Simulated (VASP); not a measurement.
# HfO2 (Fm-3m) in VASP: a series of runs

Runs on HfO2. Level: r2SCAN. Tasks: single point, relaxation of cell and atoms.

All numbers are computed with VASP 6.6.1; they aren't measurements. Logs are shortened: lines on timing, memory, paths and dates and some standing lists are left out, and cuts for length are marked.

### 1 The cell of the first run

The structure is cubic, space group Fm-3m (No. 225). Conventional cell: a = 5.059 Å, b = 5.059 Å, c = 5.059 Å, α = 90.00°, β = 90.00°, γ = 90.00°. Within 2.9 Å of Hf (site symmetry m-3m) lie 8 O at 2.19 Å. Within 2.9 Å of O (site symmetry -43m) lie 4 Hf at 2.19 Å and 6 O at 2.53 Å.

### 2 Single point, r2SCAN

Input file POSCAR:

```
HfO2
1.0
    0.0000000000      2.5293069198      2.5293069198
    2.5293069198      0.0000000000      2.5293069198
    2.5293069198      2.5293069198      0.0000000000
Hf O
1 2
Direct
    0.0000000000      0.0000000000      0.0000000000
    0.7500000000      0.7500000000      0.7500000000
    0.2500000000      0.2500000000      0.2500000000
```

Input file INCAR.step1:

```
  PREC = Accurate
  ENCUT = 660
  ISMEAR = 0
  SIGMA = 0.01
  LREAL = F
  LASPH = T
  NELM = 120
  NBANDS = 18
  GGA = PE
  ALGO = Normal
  EDIFF = 1E-5
  LWAVE = T
  LCHARG = F
  GGA_COMPAT = F
```

Input file INCAR.step2:

```
  PREC = Accurate
  ENCUT = 660
  EDIFF = 1E-6
  ISMEAR = 0
  SIGMA = 0.01
  LREAL = F
  LASPH = T
  NELM = 120
  ALGO = Normal
  ISIF = 2
  LWAVE = F
  LCHARG = F
  METAGGA = R2SCAN
  LMIXTAU = T
  NBANDS = 18
  ISTART = 1
  GGA_COMPAT = F
```

Input file KPOINTS:

```
Automatic mesh
0
Gamma
  6 6 6
```

Potentials or basis: VASP PAW PBE potentials, release 64 (Hf_pv, O).

Started as:

```bash
> cat potpaw_PBE.64/Hf_pv/POTCAR potpaw_PBE.64/O/POTCAR > POTCAR
> cp INCAR.step1 INCAR
> mpirun -np 1 vasp_std > vasp.out
> cp INCAR.step2 INCAR
> mpirun -np 1 vasp_std > vasp.out
```

OUTCAR:

```text
PREC = Accurate
   ENCUT = 660
   EDIFF = 1E-6
   ISMEAR = 0
   LREAL = F
   LASPH = T
   NELM = 120
   ISIF = 2
   METAGGA = R2SCAN
   ISTART = 1

 ion  position               nearest neighbor table
   1  0.000  0.000  0.000-   2 2.19   3 2.19   2 2.19   2 2.19   2 2.19   3 2.19   3 2.19   3 2.19

   2  0.750  0.750  0.750-   1 2.19   1 2.19   1 2.19   1 2.19
   3  0.250  0.250  0.250-   1 2.19   1 2.19   1 2.19   1 2.19

  LATTYP: Found a face centered cubic cell.
 ALAT       =     5.0586138396

  Lattice vectors:

 A1 = (   0.0000000000,   2.5293069198,   2.5293069198)
 A2 = (   2.5293069198,   0.0000000000,   2.5293069198)
 A3 = (   2.5293069198,   2.5293069198,   0.0000000000)

Analysis of symmetry for initial positions (statically):
=====================================================================
 Subroutine PRICEL returns:
 Original cell was already a primitive cell.

 Routine SETGRP: Setting up the symmetry group for a
 face centered cubic supercell.

 Subroutine GETGRP returns: Found 48 space group operations
 (whereof 48 operations were pure point group operations)
 out of a pool of 48 trial point group operations.

The static configuration has the point symmetry O_h .

Analysis of symmetry for dynamics (positions and initial velocities):
=====================================================================
 Subroutine PRICEL returns:
 Original cell was already a primitive cell.

 Routine SETGRP: Setting up the symmetry group for a
 face centered cubic supercell.

 Subroutine GETGRP returns: Found 48 space group operations
 (whereof 48 operations were pure point group operations)
 out of a pool of 48 trial point group operations.

The dynamic configuration has the point symmetry O_h .

 Subroutine INISYM returns: Found 48 space group operations
 (whereof 48 operations are pure point group operations),
 and found     1 'primitive' translations

----------------------------------------------------------------------------------------

                                     Primitive cell

  volume of cell :      32.3619

  direct lattice vectors                    reciprocal lattice vectors
     0.000000000  2.529306920  2.529306920    -0.197682613  0.197682613  0.197682613
     2.529306920  0.000000000  2.529306920     0.197682613 -0.197682613  0.197682613
     2.529306920  2.529306920  0.000000000     0.197682613  0.197682613 -0.197682613

  length of vectors
     3.576980149  3.576980149  3.576980149     0.342396329  0.342396329  0.342396329

  position of ions in fractional coordinates (direct lattice)
     0.000000000  0.000000000  0.000000000
     0.750000000  0.750000000  0.750000000
     0.250000000  0.250000000  0.250000000

  ion indices of the primitive-cell ions
   primitive index   ion index
                 1           1
                 2           2
                 3           3

----------------------------------------------------------------------------------------

 KPOINTS: Automatic mesh

Automatic generation of k-mesh.
 Grid dimensions read from file:
 generate k-points for:    6    6    6

 Generating k-lattice:

  Cartesian coordinates                     Fractional coordinates (reciprocal lattice)
    -0.032947102  0.032947102  0.032947102     0.166666667  0.000000000  0.000000000
     0.032947102 -0.032947102  0.032947102     0.000000000  0.166666667  0.000000000
     0.032947102  0.032947102 -0.032947102     0.000000000  0.000000000  0.166666667

  Length of vectors
     0.057066055  0.057066055  0.057066055

  Shift w.r.t. Gamma in fractional coordinates (k-lattice)
     0.000000000  0.000000000  0.000000000

 Subroutine IBZKPT returns following result:
 ===========================================

 Found     16 irreducible k-points:

 Following reciprocal coordinates:
            Coordinates               Weight
  0.000000  0.000000  0.000000      1.000000
  0.166667  0.000000  0.000000      8.000000
  0.333333  0.000000  0.000000      8.000000
  0.500000  0.000000  0.000000      4.000000
  0.166667  0.166667  0.000000      6.000000
  0.333333  0.166667  0.000000     24.000000
[... 8 lines left out ...]
 -0.333333  0.333333  0.166667     24.000000
 -0.333333  0.500000  0.166667     12.000000
   k-points           NKPTS =     16   k-points in BZ     NKDIM =     16   number of bands    NBANDS=     18
   number of dos      NEDOS =    301   number of ions     NIONS =      3
   total plane-waves  NPLWV =  27000
   dimension x,y,z NGX =    30 NGY =   30 NGZ =   30
   dimension x,y,z NGXF=    60 NGYF=   60 NGZF=   60
   ions per type =               1   2
   NGX,Y,Z   is equivalent  to a cutoff of  13.94, 13.94, 13.94 a.u.
   NGXF,Y,Z  is equivalent  to a cutoff of  27.89, 27.89, 27.89 a.u.
 SYSTEM =  unknown system
   PREC   = accura    normal or accurate (medium, high low for compatibility)
   ISTART =      1    job   : 0-new  1-cont  2-samecut
   ICHARG =      0    charge: 1-file 2-atom 10-const
   ISPIN  =      1    spin polarized calculation?
   LNONCOLLINEAR =      F non collinear calculations
   LSORBIT =      F    spin-orbit coupling
   LASPH  =      T    aspherical Exc in radial PAW
   ENCUT  =  660.0 eV  48.51 Ry    6.96 a.u.   7.49  7.49  7.49*2*pi/ulx,y,z
   NELM   =    120;   NELMIN=  2; NELMDL=  0     # of ELM steps
   EDIFF  = 0.1E-05   stopping-criterion for ELM
   LREAL  =      F    real-space projection
   EDIFFG = 0.1E-04   stopping-criterion for IOM
   NSW    =      0    number of steps for IOM
   IBRION =     -1    ionic relax: 0-MD 1-quasi-New 2-CG
   NFREE  =      0    steps in history (QN), initial steepest desc. (CG)
   ISIF   =      2    stress and relaxation
   ISYM   =      2    0-nonsym 1-usesym 2-fastsym
   POTIM  = 0.5000    time-step for ionic-motion
   TEBEG  =    0.0;   TEEND  =   0.0 temperature during run
   PSTRESS=    0.0 pullay stress
   NELECT =      22.0000    total number of electrons
   NUPDOWN=      -1.0000    fix difference up-down
   EMIN   =  10.00;   EMAX   =-10.00  energy-range for DOS
   EFERMI =   0.00;   METHOD = LEGACY
   ISMEAR =     0;   SIGMA  =   0.01  broadening in eV -4-tet -1-fermi 0-gaus
   EFERMI_NEDOS =   21; number of points for ismear=-14 and -15
   IALGO  =     38    algorithm
   IMIX   =      4    mixing-type and parameters
     AMIX     =   0.40;   BMIX     =  1.00
     AMIX_MAG =   1.60;   BMIX_MAG =  1.00
  volume/ion in A,a.u.               =      10.79        72.80
  Fermi-wavevector in a.u.,A,eV,Ry     =   1.439475  2.720214 28.192481  2.072089
  Thomas-Fermi vector in A             =   2.558327
   LORBIT       =      0    0 simple, 1 ext, 2 COOP (PROOUT), +10 PAW based schemes
   METAGGA = R2SCAN    functional components
   LHFCALC =     F    Hartree Fock is set to
   AEXX    =    0.0000 exact exchange contribution
   IVDW    =     0    specifies the selected vdW correction
   LEPSILON=     F    determine dielectric tensor
   LRPA    =     F    only Hartree local field effects (RPA)
 non-spin polarized calculation
 Gauss-broadening in eV      SIGMA  =   0.01
  energy-cutoff  :      660.00
  volume of cell :       32.36
 maximum number of plane-waves:      1267
 NGX is ok and might be reduce to    30
   NGX = 15   NGY = 15   NGZ = 15

 number of electron      21.9999998 magnetization

 Free energy of the ion-electron system (eV)
  ---------------------------------------------------
  ext. energy  EPLUGINS =         0.00000000
  ---------------------------------------------------
  free energy    TOTEN  =       -68.56000453 eV

  energy without entropy =      -68.56000453  energy(sigma->0) =      -68.56000453

 E-fermi :   4.0387     XC(G=0): -12.6167

 val. band max:        3.9632763126   @ k =   0.5000   0.5000   0.0000
 cond. band min:       8.2812395846   @ k =   0.5000   0.5000   0.0000
 fundamental gap:      4.3179632719
 Fermi energy:         4.0387487345

 k-point     1 :       0.0000    0.0000    0.0000
  band No.  band energies     occupation
      1     -26.6601      2.00000
      2     -26.6601      2.00000
      3     -26.6601      2.00000
      4     -15.8053      2.00000
      5     -12.7714      2.00000
      6      -1.5187      2.00000
[... 10 lines left out ...]
     17      15.0499      0.00000
     18      16.6745      0.00000

 k-point     2 :       0.1667    0.0000    0.0000
  band No.  band energies     occupation
      1     -26.7811      2.00000
      2     -26.6729      2.00000
      3     -26.6729      2.00000
      4     -15.4454      2.00000
      5     -13.0511      2.00000
      6      -1.2536      2.00000
[... 10 lines left out ...]
     17      14.6015      0.00000
     18      16.6722      0.00000

 k-point     3 :       0.3333    0.0000    0.0000
  band No.  band energies     occupation
      1     -27.0088      2.00000
      2     -26.6982      2.00000
      3     -26.6982      2.00000
      4     -14.7848      2.00000
      5     -13.4424      2.00000
      6      -0.7048      2.00000
[... 10 lines left out ...]
     17      14.2348      0.00000
     18      16.6524      0.00000

 k-point     4 :       0.5000    0.0000    0.0000
  band No.  band energies     occupation
      1     -27.1162      2.00000
      2     -26.7108      2.00000
      3     -26.7108      2.00000
      4     -14.5760      2.00000
      5     -13.4640      2.00000
      6      -0.4368      2.00000
[... 207 lines left out ...]
      4     -14.1760      2.00000
      5     -13.7744      2.00000
      6      -1.1073      2.00000
[... 10 lines left out ...]
     17      15.6162      0.00000
     18      16.6691      0.00000

 k-point    15 :      -0.3333    0.3333    0.1667
  band No.  band energies     occupation
      1     -27.0164      2.00000
      2     -26.9075      2.00000
      3     -26.7586      2.00000
      4     -14.0317      2.00000
      5     -13.7521      2.00000
      6      -1.1142      2.00000
[... 10 lines left out ...]
     17      16.4037      0.00000
     18      16.6659      0.00000

 k-point    16 :      -0.3333    0.5000    0.1667
  band No.  band energies     occupation
      1     -27.0605      2.00000
      2     -26.8788      2.00000
      3     -26.7864      2.00000
      4     -13.9557      2.00000
      5     -13.7379      2.00000
      6      -2.0007      2.00000
[... 10 lines left out ...]
     17      16.6675      0.00000
     18      17.6555      0.00000

------------------------ aborting loop because EDIFF is reached ----------------------------------------

  FORCE on cell =-STRESS in cart. coord.  units (eV):
  Direction    XX          YY          ZZ          XY          YZ          ZX
  --------------------------------------------------------------------------------------
  -------------------------------------------------------------------------------------
  Total       -0.8747278     -0.8747278     -0.8747278      0.0000000     -0.0000000      0.0000000
  in kB      -43.3060846    -43.3060846    -43.3060846      0.0000000     -0.0000000      0.0000000
  external PRESSURE =     -43.3060846 kB  Pullay stress =       0.0000000 kB

 VOLUME and BASIS-vectors are now :
 -----------------------------------------------------------------------------
  energy-cutoff  :      660.00
  volume of cell :       32.36
      direct lattice vectors                 reciprocal lattice vectors
     0.000000000  2.529306920  2.529306920    -0.197682613  0.197682613  0.197682613
     2.529306920  0.000000000  2.529306920     0.197682613 -0.197682613  0.197682613
     2.529306920  2.529306920  0.000000000     0.197682613  0.197682613 -0.197682613

 POSITION                                       TOTAL-FORCE (eV/Angst)
 -----------------------------------------------------------------------------------
      0.00000      0.00000      0.00000         0.000000      0.000000     -0.000000
      3.79396      3.79396      3.79396        -0.000000      0.000000     -0.000000
      1.26465      1.26465      1.26465         0.000000     -0.000000      0.000000
 -----------------------------------------------------------------------------------
    total drift:                                0.000000     -0.000000      0.000000

  FREE ENERGIE OF THE ION-ELECTRON SYSTEM (eV)
  ---------------------------------------------------
  free  energy   TOTEN  =       -68.5600045340 eV

  energy  without entropy=      -68.5600045340  energy(sigma->0) =      -68.56000453
```

It took 57 s on 1 thread of Intel Xeon 6975P-C, shared host; peak memory 0.17 GiB.

What came out:

```yaml
Free_energy: -68.5600 eV
Pressure: -4.3 GPa
Band_gap_on_the_k_mesh: 4.32 eV, direct
```

Levels at points of the mesh, in eV from the valence-band top:
```tsv
k point	band 7	band 8	band 9	band 10	band 11	band 12	band 13	band 14	band 15	band 16
(0.00, 0.00, 0.00)	-5.48	-5.48	-0.64	-0.64	-0.64	4.42	4.42	6.52	11.09	11.09
(0.50, 0.00, 0.00)	-4.40	-3.08	-2.82	-1.90	-1.90	5.13	5.13	7.56	9.64	10.02
(0.50, 0.50, 0.00)	-3.59	-3.59	-1.56	-1.56	0.00	4.32	6.05	7.24	8.73	8.73
```

Caveat: the PAW data sets were made with another functional, which shifts forces and pressure a little; spin-orbit coupling is left out, which moves the levels of the heavy elements. r2SCAN opens gaps a little over a GGA but as a rule still falls short of measured ones.

### 3 Relaxation of cell and atoms, r2SCAN

This run uses another cell than the first one, of 10.62 Å³/atom, 0.984 times its volume.

Input file POSCAR:

```
HfO2
1.0
    0.0000000000      2.5160796100      2.5160796100
    2.5160796100      0.0000000000      2.5160796100
    2.5160796100      2.5160796100      0.0000000000
Hf O
1 2
Direct
    0.0000000000      0.0000000000      0.0000000000
    0.7500000000      0.7500000000      0.7500000000
    0.2500000000      0.2500000000      0.2500000000
```

Input file INCAR.step1:

```
ALGO = Normal
EDIFF = 1E-5
EDIFFG = -0.005
ENCUT = 660
GGA = PE
GGA_COMPAT = F
IBRION = 2
ISIF = 3
ISMEAR = 0
LASPH = T
LCHARG = F
LREAL = F
LWAVE = T
NELM = 120
NELMIN = 4
NSW = 100
PREC = Accurate
SIGMA = 0.01
```

Input file INCAR.step2:

```
ALGO = Normal
EDIFF = 1E-7
EDIFFG = -0.005
ENCUT = 660
GGA_COMPAT = F
IBRION = 2
ISIF = 3
ISMEAR = 0
ISTART = 1
LASPH = T
LCHARG = F
LMIXTAU = T
LREAL = F
LWAVE = F
METAGGA = R2SCAN
NELM = 120
NELMIN = 4
NSW = 80
PREC = Accurate
SIGMA = 0.01
```

Input file KPOINTS:

```
k-points
0
Gamma
  6 6 6
```

Potentials or basis: VASP PAW PBE potentials, release 64 (Hf_pv, O).

Started as:

```bash
> cat potpaw_PBE.64/Hf_pv/POTCAR potpaw_PBE.64/O/POTCAR > POTCAR
> cp INCAR.step1 INCAR
> mpirun -np 1 vasp_std > vasp.out
> cp INCAR.step2 INCAR
> mpirun -np 1 vasp_std > vasp.out
```

OUTCAR:

```text
EDIFF = 1E-7
   EDIFFG = -0.005
   ENCUT = 660
   IBRION = 2
   ISIF = 3
   ISMEAR = 0
   ISTART = 1
   LASPH = T
   LREAL = F
   METAGGA = R2SCAN
   NELM = 120
   NELMIN = 4
   NSW = 80
   PREC = Accurate

 ion  position               nearest neighbor table
   1  0.000  0.000  0.000-   2 2.18   2 2.18   2 2.18   2 2.18   3 2.18   3 2.18   3 2.18   3 2.18

   2  0.750  0.750  0.750-   1 2.18   1 2.18   1 2.18   1 2.18
   3  0.250  0.250  0.250-   1 2.18   1 2.18   1 2.18   1 2.18

  LATTYP: Found a face centered cubic cell.
 ALAT       =     5.0321592200

  Lattice vectors:

 A1 = (   0.0000000000,   2.5160796100,   2.5160796100)
 A2 = (   2.5160796100,   0.0000000000,   2.5160796100)
 A3 = (   2.5160796100,   2.5160796100,   0.0000000000)
[... 178 lines left out ...]
  Total       -0.0254418     -0.0254418     -0.0254418      0.0000000      0.0000000     -0.0000000
  in kB       -1.2795429     -1.2795429     -1.2795429      0.0000000      0.0000000     -0.0000000
  external PRESSURE =      -1.2795429 kB  Pullay stress =       0.0000000 kB
[... 61 lines left out ...]
--------------------------------------- Ionic step        3  -------------------------------------------

 number of electron      22.0000000 magnetization

 Free energy of the ion-electron system (eV)
  ---------------------------------------------------
  ext. energy  EPLUGINS =         0.00000000
  ---------------------------------------------------
  free energy    TOTEN  =       -68.56552819 eV

  energy without entropy =      -68.56552819  energy(sigma->0) =      -68.56552819

 E-fermi :   4.1949     XC(G=0): -12.7104

 val. band max:        4.1009165863   @ k =   0.5000   0.5000   0.0000
 cond. band min:       8.4656568141   @ k =   0.5000   0.5000   0.0000
 fundamental gap:      4.3647402278
 Fermi energy:         4.1949099827

 k-point     1 :       0.0000    0.0000    0.0000
  band No.  band energies     occupation
      1     -26.4448      2.00000
      2     -26.4448      2.00000
      3     -26.4448      2.00000
      4     -15.7690      2.00000
      5     -12.6546      2.00000
      6      -1.4834      2.00000
      7      -1.4834      2.00000
      8      -1.4834      2.00000
      9       3.4532      2.00000
     10       3.4532      2.00000
     11       3.4532      2.00000
     12       8.5678      0.00000
     13       8.5678      0.00000
     14      10.7562      0.00000
[... 299 lines left out ...]
  FREE ENERGIE OF THE ION-ELECTRON SYSTEM (eV)
  ---------------------------------------------------
  free  energy   TOTEN  =       -68.5655281901 eV

  energy  without entropy=      -68.5655281901  energy(sigma->0) =      -68.56552819

 reached required accuracy - stopping structural energy minimisation
```

OSZICAR.step1:

```text
N       E                     dE             d eps       ncg     rms          rms(c)
DAV:   1     0.117839331377E+03    0.11784E+03   -0.14780E+04   480   0.174E+03
DAV:   2    -0.316789299269E+02   -0.14952E+03   -0.14745E+03   613   0.363E+02
DAV:   3    -0.359525274525E+02   -0.42736E+01   -0.42700E+01   599   0.583E+01
DAV:   4    -0.359754765537E+02   -0.22949E-01   -0.22945E-01   641   0.468E+00
[... 28 lines left out ...]
       N       E                     dE             d eps       ncg     rms          rms(c)
DAV:   1    -0.302562081001E+02   -0.19885E-04   -0.47105E-04   536   0.216E-01    0.817E-02
DAV:   2    -0.302561930416E+02    0.15059E-04   -0.75674E-05   480   0.660E-02    0.256E-02
DAV:   3    -0.302561909192E+02    0.21224E-05   -0.29096E-06   240   0.162E-02    0.145E-02
DAV:   4    -0.302561903351E+02    0.58407E-06   -0.22556E-06   247   0.127E-02
   4 F= -.30256190E+02 E0= -.30256190E+02  d E =-.133334E-01
```

Wall time 2.1 min (1 thread of Intel Xeon 6975P-C, shared host); peak memory 0.18 GiB.

What came out:

| Property | Result |
| --- | --- |
| Free energy | -68.5655 eV |
| Relaxed volume | 10.62 Å³/atom |
| Relaxed cell | a = 3.558 Å, b = 3.558 Å, c = 3.558 Å, α = 60.00°, β = 60.00°, γ = 60.00° |
| Space group after relaxing (to 0.05 Å) | Fm-3m (No. 225) |
| Energy gained by relaxing | 0.0 meV/atom |
| Ionic steps | 3 |
| Pressure after relaxing | -0.1 GPa |
| Band gap on the k mesh | 4.36 eV, direct |

Final structure:
```
CELL_PARAMETERS angstrom
0.00000 2.51587 2.51587
2.51587 0.00000 2.51587
2.51587 2.51587 0.00000
ATOMIC_POSITIONS crystal
Hf 0.00000 0.00000 0.00000
O 0.75000 0.75000 0.75000
O 0.25000 0.25000 0.25000
```

Caveat: the PAW data sets were made with another functional, which shifts forces and pressure a little; spin-orbit coupling is left out, which moves the levels of the heavy elements.
